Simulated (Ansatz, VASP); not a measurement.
W in VASP and in Ansatz

The input INCAR:

```
PREC = Accurate
ENCUT = 520
EDIFF = 1E-6
ISMEAR = -1
SIGMA = 0.05
LREAL = False
LASPH = True
NELM = 100
ALGO = Normal
ISIF = 2
LWAVE = False
LCHARG = True
GGA = PS
LELF = True
LVHAR = True
NBANDS = 13
```

The input KPOINTS:

```
regular mesh
0
Gamma
  14 14 14
```

Contents of POSCAR:

```
W
1.0
    0.0406000000      2.0503000000      2.0503000000
    2.0503000000      0.0406000000      2.0503000000
    2.0503000000      2.0503000000      0.0406000000
W
1
Direct
    0.0000000000      0.0000000000      0.0000000000
```

Input for Ansatz:

```yaml
crystal:
  lattice:
    - [0.0406, 2.0503, 2.0503]
    - [2.0503, 0.0406, 2.0503]
    - [2.0503, 2.0503, 0.0406]
  atoms:
    - { symbol: W, position: [0.0, 0.0, 0.0] }
kpoints:
  mp_grid: { grid: [14, 14, 14] }
  band_path:
    path:
      - [0.0, 0.0, 0.0]
      - [0.5, 0.5, 0.5]
      - [0.2451701269, 0.5, 0.7548298731]
      - [-0.2451701269, 0.2451701269, 0.5]
      - [0.0, 0.0, 0.5]
      - [0.0, 0.0, 0.0]
      - [-0.3725850634, 0.0, 0.3725850634]
      - [0.0, 0.3725850634, 0.6274149366]
      - [0.0, 0.5, 0.5]
    npoints: 5
scf:
  occupations: { method: fermi_dirac, width: 0.05 }
hamiltonian:
  xc: pbesol
  pseudopotentials: { kind: all_electron, lapw: { basis_error: 0.001 } }
output:
  forces: true
  stress: true
  eigenvalues: true
```

Change from the starting cell: equal xy, yz and zx shear strains of +2 %.

Alike in both runs: task single point; functional PBEsol; k mesh 14 × 14 × 14; occupations fermi-dirac, width 0.05 eV; no spin polarisation.

|  | VASP | Ansatz |
| --- | --- | --- |
| version | VASP 6.6.1 | Ansatz 0.2.0 |
| potentials or method | VASP PAW PBE potentials, release 64 (W_sv), cutoff 520 eV | all-electron LAPW, scalar-relativistic |

|  | VASP | Ansatz | Ansatz less VASP |
| --- | --- | --- | --- |
| pressure (GPa) | -11.9 | -12.2 | -0.31 |
| traceless stress, the component that is largest in VASP (GPa) | 1.59 | 1.58 | -0.009 |

VASP's potentials were made for PBE, not for PBEsol. Ansatz ran all-electron here, and VASP with PAW potentials.

Spin-orbit coupling is off throughout.
